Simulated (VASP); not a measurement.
In, 2 atoms in the cell. Symmetry: P4/nmm, No. 129, tetragonal system. Conventional cell: a = 3.805 Å, b = 3.805 Å, c = 4.306 Å, α = 90.00°, β = 90.00°, γ = 90.00°. In (site symmetry 4mm) has 8 In at 2.85 to 3.80 Å within 3.9 Å. The cell was built from a structure type or drawn by symmetry, and may not be a known phase.

```yaml
Program: VASP 6.6.1
Task: relaxation of cell and atoms
Functional: PBE
Potentials_or_basis: VASP PAW PBE potentials, release 64 (In_d)
Cutoff: 600 eV
k_mesh: 4 × 4 × 4
Occupations: gaussian, width 0.1 eV
Spin: no spin polarisation
Dipole_correction: no
Further_INCAR_settings: ALGO = Normal; EDIFF = 1e-07; IBRION = 2; EDIFFG = -0.04; NSW = 90; ISIF = 3
```

Potentials or basis: VASP PAW PBE potentials, release 64 (In_d).

Run with:

```sh
$ cat potpaw_PBE.64/In_d/POTCAR > POTCAR
$ mpirun -np 1 vasp_std > vasp.out
```

Hardware: 1 thread of Intel Xeon 8259CL (shared host).

How long does it take, and how much memory?

It took 6.9 min on 1 thread of Intel Xeon 8259CL, with other jobs on the host, peak memory 0.2 GiB. Counts: scf iterations 198, k points 18, ion steps 20.
